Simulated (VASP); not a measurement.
Here is a VASP 6.6.1 calculation.

INCAR

```
SYSTEM = SiC
  PREC = Accurate
  ENCUT = 520
  EDIFF = 1E-8
  ISMEAR = -1
  SIGMA = 0.02
  LREAL = Auto
  LASPH = .TRUE.
  NELM = 100
  ALGO = Normal
  ISIF = 2
  LWAVE = .FALSE.
  LCHARG = .FALSE.
  GGA = PS
  LEFG = .TRUE.
  NBANDS = 86
```

The input KPOINTS:

```
regular mesh
0
G
  10 10 1
  0 0 0
```

POSCAR

```
SiC
1.0
    3.0764846774      0.0000000000      0.0000000000
   -1.5382423387      2.6643138850      0.0000000000
    0.0000000000      0.0000000000     40.2676834000
Si C
16 16
Direct
    0.3333333333      0.6666666667      0.8125116600
    0.3333333333      0.6666666667      0.5624873200
    0.0000000000      0.0000000000      0.3750284400
    0.6666666667      0.3333333333      0.9374433700
    0.6666666667      0.3333333333      0.0624873200
    0.0000000000      0.0000000000      0.2499807700
    0.0000000000      0.0000000000      0.8750284400
    0.6666666667      0.3333333333      0.6874646200
    0.6666666667      0.3333333333      0.4999731500
    0.3333333333      0.6666666667      0.4374433700
    0.3333333333      0.6666666667      0.9999731500
    0.0000000000      0.0000000000      0.7499807700
    0.6666666667      0.3333333333      0.3125116600
    0.0000000000      0.0000000000      0.6249155300
    0.3333333333      0.6666666667      0.1874646200
    0.0000000000      0.0000000000      0.1249155300
    0.0000000000      0.0000000000      0.1717881400
    0.3333333333      0.6666666667      0.4843068800
    0.6666666667      0.3333333333      0.3595215500
    0.3333333333      0.6666666667      0.0469775000
    0.6666666667      0.3333333333      0.5469775000
    0.0000000000      0.0000000000      0.9218953400
    0.3333333333      0.6666666667      0.6093571800
    0.6666666667      0.3333333333      0.7344750700
    0.0000000000      0.0000000000      0.4218953400
    0.6666666667      0.3333333333      0.9843068800
    0.0000000000      0.0000000000      0.7968334900
    0.6666666667      0.3333333333      0.1093571800
    0.3333333333      0.6666666667      0.8595215500
    0.0000000000      0.0000000000      0.2968334900
    0.0000000000      0.0000000000      0.6717881400
    0.3333333333      0.6666666667      0.2344750700
```

Potentials or basis: VASP PAW PBE potentials, release 64 (Si, C).

Launch:

```console
$ cat potpaw_PBE.64/Si/POTCAR potpaw_PBE.64/C/POTCAR > POTCAR
$ mpirun -np 1 vasp_std > vasp.out
```

Question: What does it give for the pressure?

Answer: 0.8 GPa.

Question: What does it give for the band gap on the k mesh?

Answer: 1.86 eV (least direct gap 2.97 eV).

Forces in eV/Å, atoms in the order of the input:
```
Si   0.000  0.000  0.004
Si   0.000  0.000 -0.002
Si   0.000  0.000 -0.001
Si   0.000  0.000  0.002
Si   0.000  0.000 -0.002
Si   0.000  0.000 -0.009
Si   0.000  0.000 -0.001
Si   0.000  0.000 -0.003
Si   0.000  0.000  0.001
Si   0.000  0.000  0.002
Si   0.000  0.000  0.001
Si   0.000  0.000 -0.009
Si   0.000  0.000  0.004
Si   0.000  0.000  0.004
Si   0.000  0.000 -0.003
Si   0.000  0.000  0.004
C    0.000  0.000 -0.006
C    0.000  0.000  0.004
C    0.000  0.000 -0.005
C    0.000  0.000  0.004
C    0.000  0.000  0.004
C    0.000  0.000 -0.014
C    0.000  0.000  0.015
C    0.000  0.000 -0.002
C    0.000  0.000 -0.014
C    0.000  0.000  0.004
C    0.000  0.000  0.008
C    0.000  0.000  0.015
C    0.000  0.000 -0.005
C    0.000  0.000  0.008
C    0.000  0.000 -0.006
C    0.000  0.000 -0.002
```

Caveat: without QUAD_EFG the Cq values of the log hold for a quadrupole moment of 1 mb, not for the nuclei; the PAW data sets were made with another functional, which shifts forces and pressure a little. A k mesh can miss the band edges.
